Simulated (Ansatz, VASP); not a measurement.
Two plane-wave programs on Mg3SnO4

File INCAR:

```
SYSTEM = Mg3SnO4
PREC     = Accurate       ! precision mode
ENCUT    = 520            ! plane-wave cutoff, eV
EDIFF    = 1E-6           ! SCF threshold, eV
ISMEAR   = 0              ! smearing method
SIGMA    = 0.1            ! smearing width, eV
LREAL    = Auto         
LASPH    = .True.         ! aspherical terms in the spheres
NELM     = 100            ! most SCF steps
ALGO     = Normal         ! electronic algorithm
ISIF     = 2              ! what is computed and relaxed
LWAVE    = .False.        ! write WAVECAR
LCHARG   = .True.         ! write CHGCAR
GGA      = PE             ! functional
LELF     = .True.         ! ELF
LVHAR    = .True.       
NBANDS   = 58             ! bands
```

The input KPOINTS:

```
Automatic mesh
0
Gamma
  4 4 1
  0 0 0
```

The input POSCAR:

```
Mg3SnO4
1.0
    3.1044857522      0.0000000000      0.0000000000
    0.0000000000      3.1044857522      0.0000000000
    0.0000000000      0.0000000000     19.2660891562
Mg Sn O
6 2 8
Direct
    0.5000000000      0.0000000000      0.1626112390
    0.5000000000      0.0000000000      0.7303687509
    0.5000000000      0.0000000000      0.9459598399
    1.0000000000      0.5000000000      0.8373887610
    0.0000000000      0.5000000000      0.2696312491
    1.0000000000      0.5000000000      0.0540401601
    0.5000000000      0.0000000000      0.4094965083
    0.0000000000      0.5000000000      0.5905034917
    0.5000000000      0.0000000000      0.0541724446
    0.5000000000      0.0000000000      0.2722171272
    0.5000000000      0.0000000000      0.6263178710
    0.5000000000      0.0000000000      0.8379049736
    1.0000000000      0.5000000000      0.9458275554
    0.0000000000      0.5000000000      0.3736821290
    0.0000000000      0.5000000000      0.1620950264
    0.0000000000      0.5000000000      0.7277828728
```

Input for Ansatz:

```yaml
crystal:
  lattice:
    - [3.1044857522, 0.0, 0.0]
    - [0.0, 3.1044857522, 0.0]
    - [0.0, 0.0, 19.2660891562]
  atoms:
    - { symbol: Mg, position: [0.5, 0.0, 0.162611239] }
    - { symbol: Mg, position: [0.5, 0.0, 0.7303687509] }
    - { symbol: Mg, position: [0.5, 0.0, 0.9459598399] }
    - { symbol: Mg, position: [1.0, 0.5, 0.837388761] }
    - { symbol: Mg, position: [0.0, 0.5, 0.2696312491] }
    - { symbol: Mg, position: [1.0, 0.5, 0.0540401601] }
    - { symbol: Sn, position: [0.5, 0.0, 0.4094965083] }
    - { symbol: Sn, position: [0.0, 0.5, 0.5905034917] }
    - { symbol: O, position: [0.5, 0.0, 0.0541724446] }
    - { symbol: O, position: [0.5, 0.0, 0.2722171272] }
    - { symbol: O, position: [0.5, 0.0, 0.626317871] }
    - { symbol: O, position: [0.5, 0.0, 0.8379049736] }
    - { symbol: O, position: [1.0, 0.5, 0.9458275554] }
    - { symbol: O, position: [0.0, 0.5, 0.373682129] }
    - { symbol: O, position: [0.0, 0.5, 0.1620950264] }
    - { symbol: O, position: [0.0, 0.5, 0.7277828728] }
basis:
  ecutwfc: 420
kpoints:
  mp_grid: { grid: [4, 4, 1] }
hamiltonian:
  xc: pbe
scf:
  occupations: { method: gaussian, width: 0.1 }
  lower_state_search: "off"
output:
  forces: true
  stress: true
  eigenvalues: true
```

Alike in both runs: task single point; functional PBE; k mesh 4 × 4 × 1; occupations gaussian, width 0.1 eV; no spin polarisation.

|  | VASP | Ansatz |
| --- | --- | --- |
| version | VASP 6.6.1 | Ansatz 0.2.0 |
| potentials or method | VASP PAW PBE potentials, release 64 (Mg, Sn_d, O), cutoff 520 eV | scalar-relativistic, plane waves, PAW |
| valence electrons in the cell | 88 | 136 |

Ansatz gave:

| Quantity | Value |
| --- | --- |
| gap on the k mesh at the Fermi level (eV) | 1.14 |
| least direct gap on the mesh (eV) | 1.66 |
| pressure (GPa) | -0.1 |
| traceless stress, the component that is largest in VASP (GPa) | -0.12 |
| rms of the force components (eV/Å) | 0.004 |

Task: Which values does VASP return?

Result: gap on the k mesh at the Fermi level (eV): 1.10; least direct gap on the mesh (eV): 1.64; pressure (GPa): -0.5; traceless stress, the component that is largest in VASP (GPa): -0.17; rms of the force components (eV/Å): 0.017.

Atom by atom the forces differ by 0.014 eV/Å (rms over components). With one functional, cell and mesh, what is left measures potentials, basis and numerics. VASP's potentials hold 88 valence electrons a cell and Ansatz's 136, so a difference there can come from the potentials and not from the codes.

The k mesh is coarse, so the values compare programs but aren't converged.
